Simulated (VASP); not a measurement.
# RuS2 (P4/mmm) in VASP: notebook

Runs on RuS2. Level: PBE. Tasks: single point, relaxation of cell and atoms.

All numbers are computed with VASP 6.6.1; they aren't measurements. Logs are shortened: lines on timing, memory, paths and dates and some standing lists are left out, and cuts for length are marked.

## (1) The cell of the first run

Symmetry: P4/mmm, No. 123, tetragonal system. The conventional cell has a = 4.059 Å, b = 4.059 Å, c = 2.978 Å, α = 90.00°, β = 90.00°, γ = 90.00°. Ru (site symmetry 4/mmm) has 8 S at 2.52 Å and 2 Ru at 2.98 Å within 3.3 Å. S (site symmetry mmm) has 4 Ru at 2.52 Å and 6 S at 2.87 to 2.98 Å within 3.3 Å.

## (2) Single point, PBE

Contents of INCAR:

```
SYSTEM = RuS2
  PREC = Accurate
  ENCUT = 520
  EDIFF = 1E-7
  ISMEAR = 0
  SIGMA = 0.1
  LREAL = .False.
  LASPH = .True.
  NELM = 100
  ALGO = Normal
  ISIF = 2
  LWAVE = .False.
  LCHARG = .True.
  GGA = PE
  LELF = .True.
  LVHAR = .True.
  NBANDS = 20
```

Contents of KPOINTS:

```
Automatic mesh
0
Gamma
  12 12 16
  0 0 0
```

Contents of POSCAR:

```
RuS2
1.0
    4.0587317528      0.0000000000      0.0000000000
    0.0000000000      4.0587317528      0.0000000000
    0.0000000000      0.0000000000      2.9775060616
Ru S
1 2
Direct
    0.0000000000      0.0000000000      0.0000000000
    0.5000000000      0.0000000000      0.5000000000
    0.0000000000      0.5000000000      0.5000000000
```

Potentials or basis: VASP PAW PBE potentials, release 64 (Ru_pv, S).

Launch:

```sh
$ cat potpaw_PBE.64/Ru_pv/POTCAR potpaw_PBE.64/S/POTCAR > POTCAR
$ mpirun -np 1 vasp_std > vasp.out
```

OUTCAR:

```text
SYSTEM = RuS2
   PREC = Accurate
   ENCUT = 520
   EDIFF = 1E-7
   ISMEAR = 0
   LREAL = .False.
   LASPH = .True.
   NELM = 100
   ISIF = 2
   GGA = PE

 ion  position               nearest neighbor table
   1  0.000  0.000  0.000-   2 2.52   3 2.52   2 2.52   3 2.52   3 2.52   3 2.52   2 2.52   2 2.52

   2  0.500  0.000  0.500-   1 2.52   1 2.52   1 2.52   1 2.52
   3  0.000  0.500  0.500-   1 2.52   1 2.52   1 2.52   1 2.52

  LATTYP: Found a simple tetragonal cell.
 ALAT       =     4.0587317528
 C/A-ratio  =     0.7336050380

  Lattice vectors:

 A1 = (   4.0587317528,   0.0000000000,   0.0000000000)
 A2 = (   0.0000000000,   4.0587317528,   0.0000000000)
 A3 = (   0.0000000000,   0.0000000000,   2.9775060616)

Analysis of symmetry for initial positions (statically):
=====================================================================
 Subroutine PRICEL returns:
 Original cell was already a primitive cell.

 Routine SETGRP: Setting up the symmetry group for a
 simple tetragonal supercell.

 Subroutine GETGRP returns: Found 16 space group operations
 (whereof 16 operations were pure point group operations)
 out of a pool of 16 trial point group operations.

The static configuration has the point symmetry D_4h.

Analysis of symmetry for dynamics (positions and initial velocities):
=====================================================================
 Subroutine PRICEL returns:
 Original cell was already a primitive cell.

 Routine SETGRP: Setting up the symmetry group for a
 simple tetragonal supercell.

 Subroutine GETGRP returns: Found 16 space group operations
 (whereof 16 operations were pure point group operations)
 out of a pool of 16 trial point group operations.

The dynamic configuration has the point symmetry D_4h.

 Subroutine INISYM returns: Found 16 space group operations
 (whereof 16 operations are pure point group operations),
 and found     1 'primitive' translations

----------------------------------------------------------------------------------------

                                     Primitive cell

  volume of cell :      49.0494

  direct lattice vectors                    reciprocal lattice vectors
     4.058731753  0.000000000  0.000000000     0.246382383  0.000000000  0.000000000
     0.000000000  4.058731753  0.000000000     0.000000000  0.246382383  0.000000000
     0.000000000  0.000000000  2.977506062     0.000000000  0.000000000  0.335851541

  length of vectors
     4.058731753  4.058731753  2.977506062     0.246382383  0.246382383  0.335851541

  position of ions in fractional coordinates (direct lattice)
     0.000000000  0.000000000  0.000000000
     0.500000000  0.000000000  0.500000000
     0.000000000  0.500000000  0.500000000

  ion indices of the primitive-cell ions
   primitive index   ion index
                 1           1
                 2           2
                 3           3

----------------------------------------------------------------------------------------

 KPOINTS: Automatic mesh

Automatic generation of k-mesh.
 Grid dimensions read from file:
 generate k-points for:   12   12   16

 Generating k-lattice:

  Cartesian coordinates                     Fractional coordinates (reciprocal lattice)
     0.020531865  0.000000000  0.000000000     0.083333333  0.000000000  0.000000000
     0.000000000  0.020531865  0.000000000     0.000000000  0.083333333  0.000000000
     0.000000000  0.000000000  0.020990721     0.000000000  0.000000000  0.062500000

  Length of vectors
     0.020531865  0.020531865  0.020990721

  Shift w.r.t. Gamma in fractional coordinates (k-lattice)
     0.000000000  0.000000000  0.000000000

 Subroutine IBZKPT returns following result:
 ===========================================

 Found    252 irreducible k-points:

 Following reciprocal coordinates:
            Coordinates               Weight
  0.000000  0.000000  0.000000      1.000000
  0.083333  0.000000  0.000000      4.000000
  0.166667  0.000000  0.000000      4.000000
  0.250000  0.000000  0.000000      4.000000
  0.333333  0.000000  0.000000      4.000000
  0.416667  0.000000  0.000000      4.000000
[... 16 lines left out ...]
  0.333333  0.333333  0.000000      4.000000
  0.416667  0.333333  0.000000      8.000000
 [... further k-points ...]
   k-points           NKPTS =    252   k-points in BZ     NKDIM =    252   number of bands    NBANDS=     20
   number of dos      NEDOS =    301   number of ions     NIONS =      3
   total plane-waves  NPLWV =  21600
   dimension x,y,z NGX =    30 NGY =   30 NGZ =   24
   dimension x,y,z NGXF=    60 NGYF=   60 NGZF=   48
   ions per type =               1   2
   NGX,Y,Z   is equivalent  to a cutoff of  12.29, 12.29, 13.40 a.u.
   NGXF,Y,Z  is equivalent  to a cutoff of  24.58, 24.58, 26.80 a.u.
 SYSTEM =  RuS2
   PREC   = accura    normal or accurate (medium, high low for compatibility)
   ISTART =      0    job   : 0-new  1-cont  2-samecut
   ICHARG =      2    charge: 1-file 2-atom 10-const
   ISPIN  =      1    spin polarized calculation?
   LNONCOLLINEAR =      F non collinear calculations
   LSORBIT =      F    spin-orbit coupling
   LASPH  =      T    aspherical Exc in radial PAW
   ENCUT  =  520.0 eV  38.22 Ry    6.18 a.u.   7.55  7.55  5.54*2*pi/ulx,y,z
   NELM   =    100;   NELMIN=  2; NELMDL= -5     # of ELM steps
   EDIFF  = 0.1E-06   stopping-criterion for ELM
   LREAL  =      F    real-space projection
   EDIFFG = 0.1E-05   stopping-criterion for IOM
   NSW    =      0    number of steps for IOM
   IBRION =     -1    ionic relax: 0-MD 1-quasi-New 2-CG
   NFREE  =      0    steps in history (QN), initial steepest desc. (CG)
   ISIF   =      2    stress and relaxation
   ISYM   =      2    0-nonsym 1-usesym 2-fastsym
   POTIM  = 0.5000    time-step for ionic-motion
   TEBEG  =    0.0;   TEEND  =   0.0 temperature during run
   PSTRESS=    0.0 pullay stress
   NELECT =      26.0000    total number of electrons
   NUPDOWN=      -1.0000    fix difference up-down
   EMIN   =  10.00;   EMAX   =-10.00  energy-range for DOS
   EFERMI =   0.00;   METHOD = LEGACY
   ISMEAR =     0;   SIGMA  =   0.10  broadening in eV -4-tet -1-fermi 0-gaus
   EFERMI_NEDOS =   21; number of points for ismear=-14 and -15
   IALGO  =     38    algorithm
   IMIX   =      4    mixing-type and parameters
     AMIX     =   0.40;   BMIX     =  1.00
     AMIX_MAG =   1.60;   BMIX_MAG =  1.00
  volume/ion in A,a.u.               =      16.35       110.33
  Fermi-wavevector in a.u.,A,eV,Ry     =   1.324915  2.503727 23.883680  1.755401
  Thomas-Fermi vector in A             =   2.454415
   LORBIT       =      0    0 simple, 1 ext, 2 COOP (PROOUT), +10 PAW based schemes
   GGA     = PE    functional components
   LHFCALC =     F    Hartree Fock is set to
   AEXX    =    0.0000 exact exchange contribution
   IVDW    =     0    specifies the selected vdW correction
   LEPSILON=     F    determine dielectric tensor
   LRPA    =     F    only Hartree local field effects (RPA)
 non-spin polarized calculation
 Gauss-broadening in eV      SIGMA  =   0.10
  energy-cutoff  :      520.00
  volume of cell :       49.05
 maximum number of plane-waves:      1341
   NGX = 15   NGY = 15   NGZ = 11

 number of electron      26.0000001 magnetization

 Free energy of the ion-electron system (eV)
  ---------------------------------------------------
  ext. energy  EPLUGINS =         0.00000000
  ---------------------------------------------------
  free energy    TOTEN  =       -16.22780085 eV

  energy without entropy =      -16.21315716  energy(sigma->0) =      -16.22047900

 E-fermi :   8.0359     XC(G=0): -11.3430

 val. band max:        8.0342229319   @ k =   0.5000   0.5000   0.1250
 cond. band min:       8.0372509889   @ k =   0.2500   0.2500   0.5000
 fundamental gap:      0.0030280570
 Fermi energy:         8.0359183677

 k-point     1 :       0.0000    0.0000    0.0000
  band No.  band energies     occupation
      1     -34.6655      2.00000
      2     -34.6655      2.00000
      3     -34.6481      2.00000
      4      -7.5891      2.00000
      5      -4.5143      2.00000
      6       2.7390      2.00000
[... 12 lines left out ...]
     19      17.2361      0.00000
     20      17.3800      0.00000

 k-point     2 :       0.0833    0.0000    0.0000
  band No.  band energies     occupation
      1     -34.6661      2.00000
      2     -34.6655      2.00000
      3     -34.6480      2.00000
      4      -7.5407      2.00000
      5      -4.5602      2.00000
      6       2.6097      2.00000
[... 12 lines left out ...]
     19      17.3465      0.00000
     20      17.3681      0.00000

 k-point     3 :       0.1667    0.0000    0.0000
  band No.  band energies     occupation
      1     -34.6677      2.00000
      2     -34.6654      2.00000
      3     -34.6480      2.00000
      4      -7.3981      2.00000
      5      -4.6984      2.00000
      6       2.3506      2.00000
[... 12 lines left out ...]
     19      17.3650      0.00000
     20      17.6766      0.00000

 k-point     4 :       0.2500    0.0000    0.0000
  band No.  band energies     occupation
      1     -34.6700      2.00000
      2     -34.6653      2.00000
      3     -34.6479      2.00000
      4      -7.1698      2.00000
      5      -4.9268      2.00000
      6       2.1140      2.00000
[... 12 lines left out ...]
     19      17.5318      0.00000
     20      18.2164      0.00000

 k-point     5 :       0.3333    0.0000    0.0000
  band No.  band energies     occupation
      1     -34.6722      2.00000
      2     -34.6652      2.00000
      3     -34.6477      2.00000
      4      -6.8720      2.00000
      5      -5.2318      2.00000
      6       1.9581      2.00000
[... 12 lines left out ...]
     19      17.7847      0.00000
     20      18.7514      0.00000
[... 353 lines left out ...]
      6       0.6341      2.00000
[... 12 lines left out ...]
     19      16.8377      0.00000
     20      17.2606      0.00000

 k-point    22 :       0.5000    0.2500    0.0000
  band No.  band energies     occupation
      1     -34.6742      2.00000
      2     -34.6695      2.00000
      3     -34.6474      2.00000
      4      -5.9765      2.00000
      5      -5.6775      2.00000
      6       0.5948      2.00000
[... 12 lines left out ...]
     19      17.5122      0.00000
     20      17.6795      0.00000

 k-point    23 :       0.3333    0.3333    0.0000
  band No.  band energies     occupation
      1     -34.6718      2.00000
      2     -34.6718      2.00000
      3     -34.6474      2.00000
      4      -6.2436      2.00000
      5      -5.3311      2.00000
      6       0.3814      2.00000
[... 12 lines left out ...]
     19      16.3406      0.00000
     20      16.6325      0.00000

 k-point    24 :       0.4167    0.3333    0.0000
  band No.  band energies     occupation
      1     -34.6734      2.00000
      2     -34.6717      2.00000
      3     -34.6473      2.00000
      4      -5.9720      2.00000
      5      -5.4678      2.00000
      6       0.1312      2.00000
[... 12 lines left out ...]
     19      16.6776      0.00000
     20      17.2391      0.00000

 [... further k-points ...]

------------------------ aborting loop because EDIFF is reached ----------------------------------------

  FORCE on cell =-STRESS in cart. coord.  units (eV):
  Direction    XX          YY          ZZ          XY          YZ          ZX
  --------------------------------------------------------------------------------------
  -------------------------------------------------------------------------------------
  Total       -0.0404155     -0.0404155     -0.0531301      0.0000000     -0.0000000      0.0000000
  in kB       -1.3201548     -1.3201548     -1.7354741      0.0000000     -0.0000000      0.0000000
  external PRESSURE =      -1.4585945 kB  Pullay stress =       0.0000000 kB

 VOLUME and BASIS-vectors are now :
 -----------------------------------------------------------------------------
  energy-cutoff  :      520.00
  volume of cell :       49.05
      direct lattice vectors                 reciprocal lattice vectors
     4.058731753  0.000000000  0.000000000     0.246382383  0.000000000  0.000000000
     0.000000000  4.058731753  0.000000000     0.000000000  0.246382383  0.000000000
     0.000000000  0.000000000  2.977506062     0.000000000  0.000000000  0.335851541

 POSITION                                       TOTAL-FORCE (eV/Angst)
 -----------------------------------------------------------------------------------
      0.00000      0.00000      0.00000         0.000000      0.000000      0.000000
      2.02937      0.00000      1.48875         0.000000      0.000000      0.000000
      0.00000      2.02937      1.48875         0.000000      0.000000      0.000000
 -----------------------------------------------------------------------------------
    total drift:                                0.000000      0.000000      0.000000

  FREE ENERGIE OF THE ION-ELECTRON SYSTEM (eV)
  ---------------------------------------------------
  free  energy   TOTEN  =       -16.2278008489 eV

  energy  without entropy=      -16.2131571553  energy(sigma->0) =      -16.22047900
```

It took 89 s on 1 thread of Intel Xeon 6975P-C (Granite Rapids), shared host; peak memory 0.32 GiB.

Results:

- Free energy: -16.2278 eV
- Pressure: -0.1 GPa
- Band gap on the k mesh: zero (band 13 reaches 9.48 eV, above the bottom of band 14 at 7.31 eV)

Levels at points of the mesh, in eV from the Fermi level:
| k point | band 10 | band 11 | band 12 | band 13 | band 14 | band 15 | band 16 | band 17 |
| --- | --- | --- | --- | --- | --- | --- | --- | --- |
| (0.00, 0.00, 0.00) | -1.45 | -1.45 | -0.97 | -0.20 | -0.20 | -0.08 | 0.80 | 3.85 |
| (0.50, 0.00, 0.00) | -2.88 | -2.63 | -1.42 | -0.14 | 0.69 | 1.03 | 3.12 | 6.93 |
| (0.50, 0.50, 0.00) | -3.05 | -2.13 | 0.20 | 1.30 | 3.16 | 3.16 | 4.15 | 7.39 |
| (0.00, 0.00, 0.50) | -1.21 | -0.38 | -0.38 | 0.83 | 2.87 | 4.24 | 4.24 | 4.43 |
| (0.50, 0.00, 0.50) | -1.92 | -1.70 | -1.60 | -1.44 | -0.63 | 1.08 | 4.04 | 6.17 |
| (0.50, 0.50, 0.50) | -2.24 | -1.81 | -0.78 | -0.72 | -0.72 | 0.60 | 1.97 | 3.04 |

## (3) Relaxation of cell and atoms, PBE

This run uses another cell than the first one, of 16.54 Å³/atom, 1.012 times its volume.

Contents of INCAR:

```
SYSTEM = RuS2
  ALGO = Normal
  EDIFF = 1E-7
  EDIFFG = -0.01
  ENCUT = 600
  GGA = PE
  IBRION = 2
  ISIF = 3
  ISMEAR = 0
  LASPH = .True.
  LCHARG = .False.
  LREAL = .False.
  LWAVE = .False.
  NELM = 100
  NSW = 100
  PREC = Accurate
  SIGMA = 0.1
```

Contents of KPOINTS:

```
k-points
0
Gamma
  12 12 16
  0 0 0
```

Contents of POSCAR:

```
RuS2
1.0
    4.1247876700      0.0000000000      0.0000000000
    0.0000000000      4.1247876700      0.0000000000
    0.0000000000      0.0000000000      2.9166653300
Ru S
1 2
Direct
    0.0000000000      0.0000000000      0.0000000000
    0.5000000000      0.0000000000      0.5000000000
    0.0000000000      0.5000000000      0.5000000000
```

Potentials or basis: VASP PAW PBE potentials, release 64 (Ru_pv, S).

Launch:

```sh
$ cat potpaw_PBE.64/Ru_pv/POTCAR potpaw_PBE.64/S/POTCAR > POTCAR
$ mpirun -np 1 vasp_std > vasp.out
```

Wall time 5.2 min (1 thread of Intel Xeon 6975P-C (Granite Rapids), shared host); peak memory 0.39 GiB.

It converged, with:

| Item | Value |
| --- | --- |
| Free energy | -16.2284 eV |
| Relaxed volume | 16.34 Å³/atom |
| Relaxed cell | a = 4.058 Å, b = 4.058 Å, c = 2.976 Å, α = 90.00°, β = 90.00°, γ = 90.00° |
| Space group after relaxing (to 0.05 Å) | P4/mmm (No. 123) |
| Energy gained by relaxing | 4.7 meV/atom |
| Ionic steps | 7 |
| Pressure after relaxing | 0.0 GPa |
| Band gap on the k mesh | zero (band 13 reaches 9.49 eV, above the bottom of band 14 at 7.32 eV) |

Step by step:
```tsv
step	energy change (eV)	largest force (eV/Å)	pressure (GPa)	volume (Å³)
1	0.0000	0.0000	-1.02	49.62
2	-0.0086	0.0000	0.74	48.87
3	-0.0090	0.0000	1.23	48.67
4	-0.0140	0.0000	0.28	48.91
5	-0.0142	0.0000	0.14	48.95
6	-0.0142	0.0000	0.11	48.95
7	-0.0142	0.0000	-0.02	49.01
```

Final structure:
```xyz
3
Lattice="4.0580 0.0000 0.0000 0.0000 4.0580 0.0000 0.0000 0.0000 2.9763" Properties=species:S:1:pos:R:3 pbc="T T T"
Ru    0.0000    0.0000    0.0000
S     2.0290    0.0000    1.4882
S     0.0000    2.0290    1.4882
```

Levels at points of the mesh, in eV from the Fermi level:
```
           k point  band 11  band 12  band 13  band 14  band 15  band 16
(0.00, 0.00, 0.00)    -1.45    -0.97    -0.20    -0.20    -0.08     0.80
(0.50, 0.00, 0.00)    -2.63    -1.42    -0.14     0.69     1.03     3.12
(0.50, 0.50, 0.00)    -2.14     0.20     1.30     3.16     3.16     4.15
(0.00, 0.00, 0.50)    -0.38    -0.38     0.84     2.88     4.25     4.25
(0.50, 0.00, 0.50)    -1.70    -1.61    -1.44    -0.63     1.08     4.04
(0.50, 0.50, 0.50)    -1.81    -0.78    -0.72    -0.72     0.60     1.97
```

## (4) Single point, PBE, collinear spin, ferromagnetic start

This run uses another cell than the first one, of 16.54 Å³/atom, 1.012 times its volume.

Contents of INCAR:

```
ALGO = Normal ; EDIFF = 1E-6
ENCUT = 520 ; GGA = PE
ISIF = 2 ; ISMEAR = 0
ISPIN = 2 ; LASPH = T
LCHARG = F ; LMAXMIX = 4
LORBIT = 11 ; LREAL = F
LWAVE = F ; MAGMOM = 1 0 0
NBANDS = 24 ; NELM = 150
PREC = Accurate ; SIGMA = 0.1
```

Contents of KPOINTS:

```
k-points
0
Gamma
  4 4 6
```

POSCAR is that of step 3.

Launch:

```sh
$ cat potpaw_PBE.64/Ru_pv/POTCAR potpaw_PBE.64/S/POTCAR > POTCAR
$ mpirun -np 1 vasp_std > vasp.out
```

It took 21 s on 1 thread of Intel Xeon 6975P-C (Granite Rapids), shared host; peak memory 0.2 GiB.

Results (log left out):

```yaml
Free_energy: -16.1345 eV
Pressure: -0.7 GPa
Band_gap_on_the_k_mesh: zero (filled and empty bands overlap)
Net_moment: 0.00 μB per cell
Valence_electrons_inside_the_program's_atomic_spheres: Ru 12.53; S 3.57
```

Stress tensor (GPa, compression positive):
```
-0.70  0.00  0.00
 0.00 -0.70  0.00
 0.00  0.00 -0.61
```

Levels at points of the mesh, in eV from the Fermi level:
Spin up:
```tsv
k point	band 11	band 12	band 13	band 14	band 15	band 16
(0.00, 0.00, 0.00)	-1.16	-0.44	-0.36	-0.36	0.05	1.13
(0.50, 0.00, 0.00)	-2.65	-1.14	0.30	0.75	1.13	3.23
(0.50, 0.50, 0.00)	-2.25	0.33	1.07	3.26	3.26	4.21
(0.00, 0.00, 0.50)	-0.32	-0.32	1.20	2.74	4.25	4.25
(0.50, 0.00, 0.50)	-1.62	-1.46	-1.41	-0.61	1.43	4.10
(0.50, 0.50, 0.50)	-1.75	-0.78	-0.78	-0.77	0.46	1.86
```
Spin down:
```csv
k point,band 9,band 10,band 11,band 12,band 13,band 14,band 15,band 16,band 17,band 18
"(0.00, 0.00, 0.00)",-1.86,-1.16,-1.16,-0.44,-0.36,-0.36,0.05,1.13,3.96,6.68
"(0.50, 0.00, 0.00)",-2.88,-2.71,-2.65,-1.14,0.30,0.75,1.13,3.23,7.26,8.80
"(0.50, 0.50, 0.00)",-2.60,-2.60,-2.25,0.33,1.07,3.26,3.26,4.21,7.51,7.51
"(0.00, 0.00, 0.50)",-6.05,-1.10,-0.32,-0.32,1.20,2.74,4.26,4.26,4.69,5.00
"(0.50, 0.00, 0.50)",-2.90,-1.73,-1.62,-1.46,-1.41,-0.60,1.43,4.10,6.20,6.66
"(0.50, 0.50, 0.50)",-4.44,-2.04,-1.75,-0.78,-0.78,-0.76,0.46,1.86,3.54,5.83
```

Caveat: the k points lie up to 0.38 Å⁻¹ apart.

## (5) The runs side by side

```csv
task,spin,cell,k mesh,cutoff (eV),gap on the mesh (eV),pressure (GPa)
single point,off,"a = 4.059, b = 4.059, c = 2.978 Å, 3 atoms",12 × 12 × 16,520,none,-0.1
relaxation of cell and atoms,off,"relaxed from a = 4.125, b = 4.125, c = 2.917 Å, 3 atoms",12 × 12 × 16,600,none,0.0
single point,"collinear, ferromagnetic start","a = 4.125, b = 4.125, c = 2.917 Å, 3 atoms",4 × 4 × 6,520,none,-0.7
```

Alike in all rows: level PBE; potentials or basis VASP PAW PBE potentials, release 64 (Ru_pv, S); smearing gaussian 0.1 eV.

Caveats: some runs use coarse meshes.

Total energies depend on the potentials used, so only differences within one code and one set of settings carry meaning.
